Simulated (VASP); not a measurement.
A run of VASP 6.6.1 is set up as follows.

Contents of INCAR:

```
SYSTEM = BN
ALGO     = Normal         ! electronic algorithm
EDIFF    = 1E-6           ! SCF threshold, eV
ENCUT    = 600            ! plane-wave cutoff, eV
GGA_COMPAT= .FALSE.      
ISIF     = 2              ! what is computed and relaxed
ISMEAR   = 0              ! smearing method
LASPH    = .TRUE.         ! aspherical terms in the spheres
LCHARG   = .FALSE.        ! write CHGCAR
LREAL    = .FALSE.        ! projectors in reciprocal space
LWAVE    = .FALSE.        ! write WAVECAR
NBANDS   = 11             ! bands
NELM     = 120            ! most SCF steps
PREC     = Accurate       ! precision mode
SIGMA    = 0.05           ! smearing width, eV
```

File KPOINTS:

```
k-points
0
G
  12 12 12
  0 0 0
```

POSCAR

```
BN
1.0
    1.2511217832      0.7223354983      3.3729344033
   -1.2511217832      0.7223354983      3.3729344033
    0.0000000000     -1.4446709967      3.3729344033
B N
1 1
Direct
    0.8999777465      1.0598342870      0.9799060167
    0.3327618000      0.3327618000      0.3327618000
```

Potentials or basis: VASP PAW LDA potentials, release 64 (B, N).

Run with:

```bash
$ cat potpaw_LDA.64/B/POTCAR potpaw_LDA.64/N/POTCAR > POTCAR
$ mpirun -np 1 vasp_std > vasp.out
```

Predict the largest force.

8.387 eV/Å.

What does it give for the pressure?

7.5 GPa.

Stress tensor (GPa, compression positive):
```
 19.13  22.13 -13.64
 22.13   8.51  -4.33
-13.64  -4.33  -5.19
```

Caveat: the cell differs from its parent crystal (atom 1 (B) moved by (-0.200, -0.200) A along x and z); forces of over 1 eV/Å act on the atoms, so gaps and moduli don't describe the material at rest.
